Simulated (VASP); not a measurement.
# Si2W (I4/mmm) in VASP: settings compared, part 3 of 3

VASP 6.6.1. The steps go on from the part before.

## (5) Relaxation of shape and atoms at fixed volume, revPBE (13.25 Å³/atom)

This run uses another cell than the first one, of 13.25 Å³/atom.

Contents of INCAR:

```
SYSTEM = Si2W
  PREC = Accurate
  ENCUT = 600
  EDIFF = 1E-6
  ISMEAR = 0
  SIGMA = 0.05
  LREAL = .False.
  LASPH = .True.
  NELM = 60
  ALGO = Normal
  ISIF = 4
  LWAVE = .False.
  LCHARG = .False.
  GGA = RE
  IBRION = 2
  NSW = 60
  EDIFFG = -0.01
```

Contents of KPOINTS:

```
Automatic mesh
0
Gamma
  10 10 10
  0 0 0
```

Contents of POSCAR:

```
Si2W
1.0
   -1.5974829832      1.5974829832      3.8940096030
    1.5974829832     -1.5974829832      3.8940096030
    1.5974829832      1.5974829832     -3.8940096030
Si W
2 1
Direct
    0.3344558693      0.3344558693      0.0000000000
    0.6655441307      0.6655441307      0.0000000000
    0.0000000000      0.0000000000      0.0000000000
```

Potentials or basis: VASP PAW PBE potentials, release 64 (Si, W_sv).

Command:

```sh
$ cat potpaw_PBE.64/Si/POTCAR potpaw_PBE.64/W_sv/POTCAR > POTCAR
$ mpirun -np 1 vasp_std > vasp.out
```

OUTCAR:

```text
SYSTEM = Si2W
   PREC = Accurate
   ENCUT = 600
   EDIFF = 1E-6
   ISMEAR = 0
   LREAL = .False.
   LASPH = .True.
   NELM = 60
   ISIF = 4
   GGA = RE
   IBRION = 2
   NSW = 60
   EDIFFG = -0.01

 ion  position               nearest neighbor table
   1  0.334  0.334  0.000-   2 2.58   3 2.60   3 2.60   3 2.60   3 2.60   3 2.60   2 2.61   2 2.61
                             2 2.61   2 2.61
   2  0.666  0.666  0.000-   1 2.58   3 2.60   3 2.60   3 2.60   3 2.60   3 2.60   1 2.61   1 2.61
                             1 2.61   1 2.61
   3  0.000  0.000  0.000-   2 2.60   2 2.60   2 2.60   1 2.60   2 2.60   1 2.60   1 2.60   1 2.60
                             1 2.60   2 2.60

  LATTYP: Found a body centered tetragonal cell.
 ALAT       =     3.1949659664
 C/A-ratio  =     2.4375906623

  Lattice vectors:

 A1 = (  -1.5974829832,   1.5974829832,   3.8940096030)
 A2 = (   1.5974829832,  -1.5974829832,   3.8940096030)
 A3 = (   1.5974829832,   1.5974829832,  -3.8940096030)

Analysis of symmetry for initial positions (statically):
=====================================================================
 Subroutine PRICEL returns:
 Original cell was already a primitive cell.

 Routine SETGRP: Setting up the symmetry group for a
 body centered tetragonal supercell.

 Subroutine GETGRP returns: Found 16 space group operations
 (whereof 16 operations were pure point group operations)
[... 279 lines left out ...]

 Free energy of the ion-electron system (eV)
  ---------------------------------------------------
  ext. energy  EPLUGINS =         0.00000000
  ---------------------------------------------------
  free energy    TOTEN  =       -23.84905142 eV

  energy without entropy =      -23.84821219  energy(sigma->0) =      -23.84863180

 E-fermi :  12.2884     XC(G=0): -12.5912

 val. band max:       12.2756950830   @ k =  -0.1000  -0.2000   0.1000
 cond. band min:      12.2945277801   @ k =  -0.2000  -0.3000   0.2000
 fundamental gap:      0.0188326971
 Fermi energy:        12.2883670425

 k-point     1 :       0.0000    0.0000    0.0000
  band No.  band energies     occupation
      1     -61.5473      2.00000
      2     -25.8294      2.00000
      3     -25.7906      2.00000
      4     -25.7906      2.00000
      5      -1.9593      2.00000
      6       5.3150      2.00000
      7       8.5482      2.00000
      8       8.8928      2.00000
      9       9.3762      2.00000
     10       9.3762      2.00000
     11      12.9325      0.00000
     12      15.0726      0.00000
     13      15.1316      0.00000
     14      15.4375      0.00000
[... 401 lines left out ...]
      2     -25.9803      2.00000
      3     -25.9173      2.00000
      4     -25.7990      2.00000
      5       2.4229      2.00000
      6       3.5097      2.00000
      7       5.9933      2.00000
      8       7.6756      2.00000
      9       8.8736      2.00000
     10       9.6996      2.00000
     11      10.1167      2.00000
     12      12.8005      0.00000
     13      14.1064      0.00000
     14      16.1053      0.00000
     15      17.1832      0.00000

 [... further k-points ...]

------------------------ aborting loop because EDIFF is reached ----------------------------------------

  FORCE on cell =-STRESS in cart. coord.  units (eV):
  Direction    XX          YY          ZZ          XY          YZ          ZX
  --------------------------------------------------------------------------------------
  -------------------------------------------------------------------------------------
  Total        2.3027616      2.3027616      2.3275348      0.0000000      0.0000000      0.0000000
  in kB       92.8175444     92.8175444     93.8160798      0.0000000      0.0000000      0.0000000
  external PRESSURE =      93.1503895 kB  Pullay stress =       0.0000000 kB
[... 18 lines left out ...]
  FREE ENERGIE OF THE ION-ELECTRON SYSTEM (eV)
  ---------------------------------------------------
  free  energy   TOTEN  =       -23.8490514170 eV

  energy  without entropy=      -23.8482121916  energy(sigma->0) =      -23.84863180

 reached required accuracy - stopping structural energy minimisation
```

OSZICAR:

```text
N       E                     dE             d eps       ncg     rms          rms(c)
DAV:   1     0.137855574402E+03    0.13786E+03   -0.12153E+04  3060   0.165E+03
DAV:   2    -0.201079074518E+02   -0.15796E+03   -0.15569E+03  3529   0.382E+02
DAV:   3    -0.246379428310E+02   -0.45300E+01   -0.44643E+01  4110   0.546E+01
[... 21 lines left out ...]
       N       E                     dE             d eps       ncg     rms          rms(c)
DAV:   1    -0.238491147718E+02   -0.72249E-04   -0.27606E-03  3529   0.485E-01    0.413E-02
DAV:   2    -0.238490649547E+02    0.49817E-04   -0.12532E-04  3564   0.896E-02    0.209E-02
DAV:   3    -0.238490519817E+02    0.12973E-04   -0.29333E-05  3823   0.412E-02    0.630E-03
DAV:   4    -0.238490514170E+02    0.56477E-06   -0.21483E-06  2732   0.120E-02
   4 F= -.23849051E+02 E0= -.23848632E+02  d E =-.966499E-05
```

Wall time 3.7 min (1 thread of Intel Xeon Platinum 8259CL at 2.50GHz (Skylake/Cascade Lake), shared host); peak memory 0.25 GiB.

Results:

```
Free energy                  : -23.8491 eV
Energy gained by relaxing    : 0.1 meV/atom
Ionic steps                  : 4
Pressure after relaxing      : 9.3 GPa
Largest force after relaxing : 0.006 eV/Å
Band gap on the k mesh       : zero (bands 11 and 12 overlap by 1.36 eV)
```

Forces in eV/Å, atoms in the order of the input:
```
Si   0.000  0.000  0.006
Si   0.000  0.000 -0.006
W    0.000  0.000  0.000
```

Step by step:
```
step  energy change (eV)  largest force (eV/Å)  pressure (GPa)  volume (Å³)
   1              0.0000                0.0646            9.40        39.75
   2             -0.0002                0.0054            9.31        39.75
   3             -0.0003                0.0107            9.31        39.75
   4             -0.0003                0.0062            9.32        39.75
```

Final structure:
```cif
data_structure
_symmetry_space_group_name_H-M 'P 1'
_symmetry_Int_Tables_number 1
_cell_length_a 4.5040
_cell_length_b 4.5040
_cell_length_c 4.5040
_cell_angle_alpha 138.468
_cell_angle_beta 138.468
_cell_angle_gamma 60.187
_cell_volume 39.75
loop_
_atom_site_label
_atom_site_type_symbol
_atom_site_fract_x
_atom_site_fract_y
_atom_site_fract_z
_atom_site_occupancy
Si1 Si 0.33400 0.33400 0.00000 1
Si2 Si 0.66600 0.66600 0.00000 1
W1 W 0.00000 0.00000 0.00000 1
```

Caveat: the PAW data sets were made with another functional, which shifts forces and pressure a little; spin-orbit coupling is left out, which moves the levels of the heavy elements.

## (6) Relaxation of shape and atoms at fixed volume, BLYP+D3(BJ) (13.49 Å³/atom)

This run uses another cell than the first one, of 13.49 Å³/atom.

Contents of INCAR:

```
  PREC = Accurate
  ENCUT = 600
  EDIFF = 1E-7
  ISMEAR = 0
  SIGMA = 0.05
  LREAL = False
  LASPH = True
  NELM = 60
  ALGO = Normal
  ISIF = 4
  LWAVE = False
  LCHARG = False
  GGA = B5
  ALDAX = 1.0
  AGGAX = 1.0
  AGGAC = 1.0
  ALDAC = 0.0
  IVDW = 12
  VDW_S6 = 1.0
  VDW_S8 = 2.6996
  VDW_A1 = 0.4298
  VDW_A2 = 4.2359
  IBRION = 2
  NSW = 60
  EDIFFG = -0.01
```

Contents of KPOINTS:

```
regular mesh
0
Gamma
  10 10 10
```

Contents of POSCAR:

```
Si2W
1.0
   -1.6088830537      1.6088830537      3.9098480514
    1.6088830537     -1.6088830537      3.9098480514
    1.6088830537      1.6088830537     -3.9098480514
Si W
2 1
Direct
    0.3348616850      0.3348616850      0.0000000000
    0.6651383150      0.6651383150      0.0000000000
    0.0000000000      0.0000000000      0.0000000000
```

Potentials or basis: VASP PAW PBE potentials, release 64 (Si, W_sv).

Command:

```sh
$ cat potpaw_PBE.64/Si/POTCAR potpaw_PBE.64/W_sv/POTCAR > POTCAR
$ mpirun -np 1 vasp_std > vasp.out
```

Run time: 6.4 min. Hardware: 1 thread of Intel Xeon Platinum 8259CL at 2.50GHz (Skylake/Cascade Lake), shared host; peak memory 0.26 GiB.

It converged, with:

* Free energy: -24.5651 eV
* Energy gained by relaxing: 0.0 meV/atom
* Ionic steps: 4
* Pressure after relaxing: -3.0 GPa
* Band gap on the k mesh: zero (bands 11 and 12 overlap by 1.21 eV)
* Dispersion energy per atom: -1.323 eV

Forces on the atoms (eV/Å):
```
Si   0.000  0.000 -0.003
Si   0.000  0.000  0.003
W    0.000  0.000  0.000
```

Step by step:
| step | energy change (eV) | largest force (eV/Å) | pressure (GPa) | volume (Å³) |
| --- | --- | --- | --- | --- |
| 1 | 0.0000 | 0.0464 | -3.10 | 40.48 |
| 2 | -0.0001 | 0.0000 | -3.02 | 40.48 |
| 3 | -0.0001 | 0.0101 | -3.03 | 40.48 |
| 4 | -0.0001 | 0.0029 | -3.03 | 40.48 |

Final structure:
```
Si W
1.0
    -1.60940    1.60940    3.90734
     1.60940   -1.60940    3.90734
     1.60940    1.60940   -3.90734
Si W
2 1
Direct
  0.33517 0.33517 0.00000
  0.66483 0.66483 0.00000
  0.00000 0.00000 0.00000
```

Levels at points of the mesh, in eV from the Fermi level:
```tsv
k point	band 7	band 8	band 9	band 10	band 11	band 12	band 13	band 14	band 15
(0.00, 0.00, 0.00)	-3.65	-3.16	-2.80	-2.80	0.59	2.71	3.10	3.10	3.42
(0.50, 0.00, 0.00)	-5.59	-4.66	-2.78	-2.66	-0.39	2.69	2.81	4.03	4.41
(0.50, 0.50, 0.00)	-5.74	-5.51	-4.91	-3.14	-1.54	2.86	2.95	3.13	4.04
(0.50, 0.50, 0.50)	-3.64	-2.47	-0.79	-0.79	-0.48	-0.48	0.77	4.54	4.75
```

Caveat: the PAW data sets were made with another functional, which shifts forces and pressure a little; spin-orbit coupling is left out, which moves the levels of the heavy elements.

## (7) Overview

```csv
level,cell,gap on the mesh (eV),pressure (GPa),largest force (eV/Å)
BLYP+D3(BJ),"relaxed from a = 4.436 Å, angles 138.4, 138.4, 60.3°, 3 atoms",none,11.3,0.01
BLYP+D3(BJ),"relaxed from a = 4.464 Å, angles 138.3, 138.3, 60.4°, 3 atoms",none,6.0,0.01
BLYP+D3(BJ),"relaxed from a = 4.497 Å, angles 138.4, 138.4, 60.3°, 3 atoms",none,1.2,-
revPBE,"relaxed from a = 4.502 Å, angles 138.4, 138.4, 60.2°, 3 atoms",none,9.3,0.01
BLYP+D3(BJ),"relaxed from a = 4.524 Å, angles 138.3, 138.3, 60.4°, 3 atoms",none,-3.0,-
```

Alike in all rows: task relaxation of shape and atoms at fixed volume; potentials or basis VASP PAW PBE potentials, release 64 (Si, W_sv); no spin polarisation; k mesh 10 × 10 × 10; cutoff (eV) 600; smearing gaussian 0.05 eV.

Caveats: the PAW data sets were made with another functional, which shifts forces and pressure a little; spin-orbit coupling is left out, which moves the levels of the heavy elements.

Total energies depend on the potentials used, so only differences within one code and one set of settings carry meaning.
